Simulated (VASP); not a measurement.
# Si (Fd-3m) in VASP: notebook

Si is run at these levels: PBE; tasks: single point, relaxation of cell and atoms.

All numbers are computed with VASP 6.6.1; they aren't measurements. Logs are shortened: lines on timing, memory, paths and dates and some standing lists are left out, and cuts for length are marked.

### 1 The cell of the first run

Symmetry: Fd-3m, No. 227, cubic system. Conventional cell: a = 5.470 Å, b = 5.470 Å, c = 5.470 Å, α = 90.00°, β = 90.00°, γ = 90.00°. Si (site symmetry -43m) has 4 Si at 2.37 Å within 3.1 Å.

### 2 Single point, PBE

Contents of INCAR:

```
ALGO = Normal ; EDIFF = 1E-6
ENCUT = 520 ; GGA = PE
ISIF = 2 ; ISMEAR = 0
LASPH = True ; LCHARG = True
LELF = True ; LREAL = False
LVHAR = True ; LWAVE = False
NBANDS = 11 ; NELM = 100
PREC = Accurate ; SIGMA = 0.01
```

Contents of KPOINTS:

```
k-points
0
Gamma
  10 10 10
```

Contents of POSCAR:

```
Si
1.0
    0.0000000000      2.7348390753      2.7348390753
    2.7348390753      0.0000000000      2.7348390753
    2.7348390753      2.7348390753      0.0000000000
Si
2
Direct
    0.7500000000      0.7500000000      0.7500000000
    0.5000000000      0.5000000000      0.5000000000
```

Potentials or basis: VASP PAW PBE potentials, release 64 (Si).

Launch:

```sh
$ cat potpaw_PBE.64/Si/POTCAR > POTCAR
$ mpirun -np 1 vasp_std > vasp.out
```

OUTCAR:

```text
EDIFF = 1E-6
   ENCUT = 520
   GGA = PE
   ISIF = 2
   ISMEAR = 0
   LASPH = True
   LREAL = False
   NELM = 100
   PREC = Accurate

 ion  position               nearest neighbor table
   1  0.750  0.750  0.750-   2 2.37   2 2.37   2 2.37   2 2.37
   2  0.500  0.500  0.500-   1 2.37   1 2.37   1 2.37   1 2.37

  LATTYP: Found a face centered cubic cell.
 ALAT       =     5.4696781506

  Lattice vectors:

 A1 = (   0.0000000000,   2.7348390753,   2.7348390753)
 A2 = (   2.7348390753,   0.0000000000,   2.7348390753)
 A3 = (   2.7348390753,   2.7348390753,   0.0000000000)

Analysis of symmetry for initial positions (statically):
=====================================================================
 Subroutine PRICEL returns:
 Original cell was already a primitive cell.

 Routine SETGRP: Setting up the symmetry group for a
 face centered cubic supercell.

 Subroutine GETGRP returns: Found 48 space group operations
 (whereof 24 operations were pure point group operations)
 out of a pool of 48 trial point group operations.

The static configuration has the point symmetry T_d .
 The point group associated with its full space group is O_h .

Analysis of symmetry for dynamics (positions and initial velocities):
=====================================================================
 Subroutine PRICEL returns:
 Original cell was already a primitive cell.

 Routine SETGRP: Setting up the symmetry group for a
 face centered cubic supercell.

 Subroutine GETGRP returns: Found 48 space group operations
 (whereof 24 operations were pure point group operations)
 out of a pool of 48 trial point group operations.

The dynamic configuration has the point symmetry T_d .
 The point group associated with its full space group is O_h .

 Subroutine INISYM returns: Found 48 space group operations
 (whereof 24 operations are pure point group operations),
 and found     1 'primitive' translations

----------------------------------------------------------------------------------------

                                     Primitive cell

  volume of cell :      40.9096

  direct lattice vectors                    reciprocal lattice vectors
     0.000000000  2.734839075  2.734839075    -0.182826114  0.182826114  0.182826114
     2.734839075  0.000000000  2.734839075     0.182826114 -0.182826114  0.182826114
     2.734839075  2.734839075  0.000000000     0.182826114  0.182826114 -0.182826114

  length of vectors
     3.867646511  3.867646511  3.867646511     0.316664118  0.316664118  0.316664118

  position of ions in fractional coordinates (direct lattice)
     0.750000000  0.750000000  0.750000000
     0.500000000  0.500000000  0.500000000

  ion indices of the primitive-cell ions
   primitive index   ion index
                 1           1
                 2           2

----------------------------------------------------------------------------------------

 KPOINTS: k-points

Automatic generation of k-mesh.
 Grid dimensions read from file:
 generate k-points for:   10   10   10

 Generating k-lattice:

  Cartesian coordinates                     Fractional coordinates (reciprocal lattice)
    -0.018282611  0.018282611  0.018282611     0.100000000  0.000000000  0.000000000
     0.018282611 -0.018282611  0.018282611     0.000000000  0.100000000  0.000000000
     0.018282611  0.018282611 -0.018282611     0.000000000  0.000000000  0.100000000

  Length of vectors
     0.031666412  0.031666412  0.031666412

  Shift w.r.t. Gamma in fractional coordinates (k-lattice)
     0.000000000  0.000000000  0.000000000

 Subroutine IBZKPT returns following result:
 ===========================================

 Found     47 irreducible k-points:

 Following reciprocal coordinates:
            Coordinates               Weight
  0.000000  0.000000  0.000000      1.000000
  0.100000  0.000000  0.000000      8.000000
  0.200000  0.000000  0.000000      8.000000
  0.300000  0.000000  0.000000      8.000000
  0.400000  0.000000  0.000000      8.000000
  0.500000  0.000000  0.000000      4.000000
[... 16 lines left out ...]
  0.300000  0.300000  0.000000      6.000000
  0.400000  0.300000  0.000000     24.000000
 [... further k-points ...]
   k-points           NKPTS =     47   k-points in BZ     NKDIM =     47   number of bands    NBANDS=     11
   number of dos      NEDOS =    301   number of ions     NIONS =      2
   total plane-waves  NPLWV =  27000
   dimension x,y,z NGX =    30 NGY =   30 NGZ =   30
   dimension x,y,z NGXF=    60 NGYF=   60 NGZF=   60
   ions per type =               2
   NGX,Y,Z   is equivalent  to a cutoff of  12.90, 12.90, 12.90 a.u.
   NGXF,Y,Z  is equivalent  to a cutoff of  25.79, 25.79, 25.79 a.u.
 SYSTEM =  unknown system
   PREC   = accura    normal or accurate (medium, high low for compatibility)
   ISTART =      0    job   : 0-new  1-cont  2-samecut
   ICHARG =      2    charge: 1-file 2-atom 10-const
   ISPIN  =      1    spin polarized calculation?
   LNONCOLLINEAR =      F non collinear calculations
   LSORBIT =      F    spin-orbit coupling
   LASPH  =      T    aspherical Exc in radial PAW
   ENCUT  =  520.0 eV  38.22 Ry    6.18 a.u.   7.19  7.19  7.19*2*pi/ulx,y,z
   NELM   =    100;   NELMIN=  2; NELMDL= -5     # of ELM steps
   EDIFF  = 0.1E-05   stopping-criterion for ELM
   LREAL  =      F    real-space projection
   EDIFFG = 0.1E-04   stopping-criterion for IOM
   NSW    =      0    number of steps for IOM
   IBRION =     -1    ionic relax: 0-MD 1-quasi-New 2-CG
   NFREE  =      0    steps in history (QN), initial steepest desc. (CG)
   ISIF   =      2    stress and relaxation
   ISYM   =      2    0-nonsym 1-usesym 2-fastsym
   POTIM  = 0.5000    time-step for ionic-motion
   TEBEG  =    0.0;   TEEND  =   0.0 temperature during run
   PSTRESS=    0.0 pullay stress
   NELECT =       8.0000    total number of electrons
   NUPDOWN=      -1.0000    fix difference up-down
   EMIN   =  10.00;   EMAX   =-10.00  energy-range for DOS
   EFERMI =   0.00;   METHOD = LEGACY
   ISMEAR =     0;   SIGMA  =   0.01  broadening in eV -4-tet -1-fermi 0-gaus
   EFERMI_NEDOS =   21; number of points for ismear=-14 and -15
   IALGO  =     38    algorithm
   IMIX   =      4    mixing-type and parameters
     AMIX     =   0.40;   BMIX     =  1.00
     AMIX_MAG =   1.60;   BMIX_MAG =  1.00
  volume/ion in A,a.u.               =      20.45       138.04
  Fermi-wavevector in a.u.,A,eV,Ry     =   0.950232  1.795678 12.285260  0.902941
  Thomas-Fermi vector in A             =   2.078590
   LORBIT       =      0    0 simple, 1 ext, 2 COOP (PROOUT), +10 PAW based schemes
   GGA     = PE    functional components
   LHFCALC =     F    Hartree Fock is set to
   AEXX    =    0.0000 exact exchange contribution
   IVDW    =     0    specifies the selected vdW correction
   LEPSILON=     F    determine dielectric tensor
   LRPA    =     F    only Hartree local field effects (RPA)
 non-spin polarized calculation
 Gauss-broadening in eV      SIGMA  =   0.01
  energy-cutoff  :      520.00
  volume of cell :       40.91
 maximum number of plane-waves:      1114
 NGX is ok and might be reduce to    30
   NGX = 15   NGY = 15   NGZ = 15

 number of electron       8.0000001 magnetization

 Free energy of the ion-electron system (eV)
  ---------------------------------------------------
  ext. energy  EPLUGINS =         0.00000000
  ---------------------------------------------------
  free energy    TOTEN  =       -10.84920185 eV

  energy without entropy =      -10.84920185  energy(sigma->0) =      -10.84920185

 E-fermi :   5.7112     XC(G=0):  -9.3254

 val. band max:        5.6108053575   @ k =   0.0000   0.0000   0.0000
 cond. band min:       6.2295496465   @ k =   0.4000   0.4000   0.0000
 fundamental gap:      0.6187442890
 Fermi energy:         5.7111612975

 k-point     1 :       0.0000    0.0000    0.0000
  band No.  band energies     occupation
      1      -6.2003      2.00000
      2       5.6108      2.00000
      3       5.6108      2.00000
      4       5.6108      2.00000
      5       8.1676      0.00000
      6       8.1676      0.00000
      7       8.1676      0.00000
      8       8.7387      0.00000
      9      13.3198      0.00000
     10      13.3198      0.00000
     11      13.4860      0.00000

 k-point     2 :       0.1000    0.0000    0.0000
  band No.  band energies     occupation
      1      -6.0718      2.00000
      2       4.4688      2.00000
      3       5.4171      2.00000
      4       5.4171      2.00000
      5       8.1322      0.00000
      6       8.4532      0.00000
      7       8.4532      0.00000
      8       9.7101      0.00000
      9      12.9703      0.00000
     10      12.9703      0.00000
     11      14.0155      0.00000

 k-point     3 :       0.2000    0.0000    0.0000
  band No.  band energies     occupation
      1      -5.6925      2.00000
      2       2.6295      2.00000
      3       5.0436      2.00000
      4       5.0436      2.00000
      5       7.7616      0.00000
      6       8.9549      0.00000
      7       8.9549      0.00000
      8      11.4849      0.00000
      9      12.6596      0.00000
     10      12.6596      0.00000
     11      14.6847      0.00000
[... 267 lines left out ...]
 k-point    23 :       0.3000    0.3000    0.0000
  band No.  band energies     occupation
      1      -4.6796      2.00000
      2       1.2069      2.00000
      3       3.4298      2.00000
      4       3.4298      2.00000
      5       6.5010      0.00000
      6       8.0476      0.00000
      7      12.1801      0.00000
      8      12.1801      0.00000
      9      14.5129      0.00000
     10      15.0333      0.00000
     11      17.9249      0.00000

 k-point    24 :       0.4000    0.3000    0.0000
  band No.  band energies     occupation
      1      -4.0787      2.00000
      2       0.2188      2.00000
      3       2.8189      2.00000
      4       3.2283      2.00000
      5       6.6884      0.00000
      6       7.8770      0.00000
      7      12.4635      0.00000
      8      12.6047      0.00000
      9      16.0185      0.00000
     10      16.1463      0.00000
     11      17.6283      0.00000

 [... further k-points ...]

------------------------ aborting loop because EDIFF is reached ----------------------------------------

  FORCE on cell =-STRESS in cart. coord.  units (eV):
  Direction    XX          YY          ZZ          XY          YZ          ZX
  --------------------------------------------------------------------------------------
  -------------------------------------------------------------------------------------
  Total       -0.0124533     -0.0124533     -0.0124533     -0.0000000      0.0000000     -0.0000000
  in kB       -0.4877203     -0.4877203     -0.4877203     -0.0000000      0.0000000     -0.0000000
  external PRESSURE =      -0.4877203 kB  Pullay stress =       0.0000000 kB

 VOLUME and BASIS-vectors are now :
 -----------------------------------------------------------------------------
  energy-cutoff  :      520.00
  volume of cell :       40.91
      direct lattice vectors                 reciprocal lattice vectors
     0.000000000  2.734839075  2.734839075    -0.182826114  0.182826114  0.182826114
     2.734839075  0.000000000  2.734839075     0.182826114 -0.182826114  0.182826114
     2.734839075  2.734839075  0.000000000     0.182826114  0.182826114 -0.182826114

 POSITION                                       TOTAL-FORCE (eV/Angst)
 -----------------------------------------------------------------------------------
      4.10226      4.10226      4.10226         0.000000      0.000000      0.000000
      2.73484      2.73484      2.73484        -0.000000     -0.000000     -0.000000
 -----------------------------------------------------------------------------------
    total drift:                                0.000000     -0.000000     -0.000000

  FREE ENERGIE OF THE ION-ELECTRON SYSTEM (eV)
  ---------------------------------------------------
  free  energy   TOTEN  =       -10.8492018473 eV

  energy  without entropy=      -10.8492018473  energy(sigma->0) =      -10.84920185
```

It took 8.9 s on 1 thread of Intel Xeon 6975P-C (Granite Rapids), shared host; peak memory 0.16 GiB.

What came out:

| Item | Value |
| --- | --- |
| Free energy | -10.8492 eV |
| Pressure | 0.0 GPa |
| Band gap on the k mesh | 0.62 eV, indirect (least direct gap 2.56 eV) |

Levels at points of the mesh, in eV from the valence-band top:
| k point | band 2 | band 3 | band 4 | band 5 | band 6 | band 7 |
| --- | --- | --- | --- | --- | --- | --- |
| (0.00, 0.00, 0.00) | 0.00 | 0.00 | 0.00 | 2.56 | 2.56 | 2.56 |
| (0.50, 0.00, 0.00) | -6.87 | -1.18 | -1.18 | 1.46 | 3.35 | 3.35 |
| (0.50, 0.50, 0.00) | -7.74 | -2.79 | -2.79 | 0.75 | 0.75 | 9.93 |

### 3 Relaxation of cell and atoms, PBE

This run uses another cell than the first one, of 19.98 Å³/atom, 0.977 times its volume.

Contents of INCAR:

```
PREC = Accurate
ENCUT = 600
EDIFF = 1E-6
ISMEAR = 0
SIGMA = 0.01
LREAL = False
LASPH = True
NELM = 60
ALGO = Normal
ISIF = 3
LWAVE = False
LCHARG = False
GGA = PE
IBRION = 2
NSW = 80
EDIFFG = -0.001
```

Contents of KPOINTS:

```
regular mesh
0
Gamma
  10 10 10
```

Contents of POSCAR:

```
Si
1.0
    0.0000000000      2.7135600000      2.7135600000
    2.7135600000      0.0000000000      2.7135600000
    2.7135600000      2.7135600000      0.0000000000
Si
2
Direct
    0.7500000000      0.7500000000      0.7500000000
    0.5000000000      0.5000000000      0.5000000000
```

Potentials or basis: VASP PAW PBE potentials, release 64 (Si).

Launch:

```sh
$ cat potpaw_PBE.64/Si/POTCAR > POTCAR
$ mpirun -np 1 vasp_std > vasp.out
```

It took 12 s on 1 thread of Intel Xeon 6975P-C (Granite Rapids), shared host; peak memory 0.17 GiB.

It converged, with:

* Free energy: -10.8493 eV
* Relaxed volume: 20.44 Å³/atom
* Relaxed cell: a = 3.867 Å, b = 3.867 Å, c = 3.867 Å, α = 60.00°, β = 60.00°, γ = 60.00°
* Space group after relaxing (to 0.05 Å): Fd-3m (No. 227)
* Energy gained by relaxing: 3.0 meV/atom
* Ionic steps: 3
* Pressure after relaxing: 0.0 GPa
* Band gap on the k mesh: 0.62 eV, indirect (least direct gap 2.56 eV)

Step by step:
```tsv
step	energy change (eV)	largest force (eV/Å)	pressure (GPa)	volume (Å³)
1	0.0000	0.0000	2.15	39.96
2	-0.0033	0.0000	-1.34	41.53
3	-0.0060	0.0000	0.01	40.89
```

Final structure:
```
Si
1.0
     0.00000    2.73430    2.73430
     2.73430    0.00000    2.73430
     2.73430    2.73430    0.00000
Si
2
Cartesian
  4.1014 4.1014 4.1014
  2.7343 2.7343 2.7343
```

Levels at points of the mesh, in eV from the valence-band top:
```
           k point  band 1  band 2  band 3  band 4  band 5  band 6  band 7  band 8
(0.00, 0.00, 0.00)  -11.82    0.00    0.00    0.00    2.56    2.56    2.56    3.13
(0.50, 0.00, 0.00)   -9.54   -6.87   -1.18   -1.18    1.47    3.35    3.35    7.70
(0.50, 0.50, 0.00)   -7.75   -7.75   -2.79   -2.79    0.75    0.75    9.94    9.94
```

A k mesh can miss the band edges. Zero-point motion and thermal expansion aren't in these numbers.
